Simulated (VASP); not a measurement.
A run of VASP 6.6.1 is set up as follows.

The input INCAR:

```
PREC     = Accurate       # precision mode
ENCUT    = 520            # plane-wave cutoff, eV
EDIFF    = 1E-6           # SCF threshold, eV
ISMEAR   = 0              # smearing method
SIGMA    = 0.2            # smearing width, eV
LREAL    = False          # projectors in reciprocal space
LASPH    = True           # aspherical terms in the spheres
NELM     = 100            # most SCF steps
ALGO     = Normal         # electronic algorithm
ISIF     = 2              # what is computed and relaxed
LWAVE    = False          # write WAVECAR
LCHARG   = False          # write CHGCAR
GGA      = PE             # functional
NBANDS   = 13             # bands
```

Contents of KPOINTS:

```
Automatic mesh
0
Gamma
  6 6 4
```

The input POSCAR:

```
MgH2
1.0
    3.2777682942      0.0000000000      0.0000000000
    0.0000000000      3.2777682942      0.0000000000
    0.0000000000      0.0000000000      5.3530698391
Mg H
2 4
Direct
    0.5000000000      0.5000000000      0.5000000000
    0.5000000000      0.5000000000      0.0000000000
    0.0000000000      0.5000000000      0.2500000000
    0.0000000000      0.5000000000      0.7500000000
    0.5000000000      0.0000000000      0.2500000000
    0.5000000000      0.0000000000      0.7500000000
```

Potentials or basis: VASP PAW PBE potentials, release 64 (Mg, H).

Command:

```bash
$ cat potpaw_PBE.64/Mg/POTCAR potpaw_PBE.64/H/POTCAR > POTCAR
$ mpirun -np 1 vasp_std > vasp.out
```

(1) Predict the pressure.

(2) Predict the band gap on the k mesh.

Answers

(1) -0.3 GPa.

(2) zero (band 4 reaches 2.42 eV, above the bottom of band 5 at 1.57 eV).
